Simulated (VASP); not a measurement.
# NaCl: single point with PBE

NaCl:

```
Na Cl
1.0
     0.00000    3.05829    2.94502
     3.05829    0.00000    2.94502
     3.05829    3.05829    0.00000
Na Cl
1 1
Cartesian
  0.0000 0.0000 0.0000
  3.0583 3.0583 2.9450
```

This cell differs from its parent crystal: strain +0.080 along x and y, +0.040 along z.

```
Program             : VASP 6.6.1
Task                : single point
Functional          : PBE
Potentials or basis : VASP PAW PBE potentials, release 64 (Na_pv, Cl)
Cutoff              : 520 eV
k mesh              : 8 × 8 × 8
Occupations         : gaussian, width 0.05 eV
Spin                : no spin polarisation
```

```yaml
Pressure: -2.8 GPa
Band_gap_on_the_k_mesh: 4.41 eV, direct
```

Stress tensor (GPa, compression positive):
```
-2.89  0.00  0.00
 0.00 -2.89  0.00
 0.00  0.00 -2.54
```

Levels at points of the mesh, in eV from the valence-band top:
```csv
k point,band 5,band 6,band 7,band 8,band 9,band 10
"(0.00, 0.00, 0.00)",-0.04,0.00,0.00,4.41,10.75,10.75
"(0.50, 0.00, 0.00)",-1.40,-0.20,-0.17,6.86,9.04,10.25
"(0.50, 0.50, 0.00)",-1.20,-0.47,-0.47,6.93,8.05,10.18
"(0.50, 0.00, 0.50)",-1.20,-0.47,-0.37,6.89,8.19,9.84
```

Wall time 23 s on 1 thread of Intel Xeon 6975P-C, with other jobs on the host, peak memory 0.19 GiB.

Caveat: the cell differs from its parent crystal (strain +0.080 along x and y, +0.040 along z). A k mesh can miss the band edges.
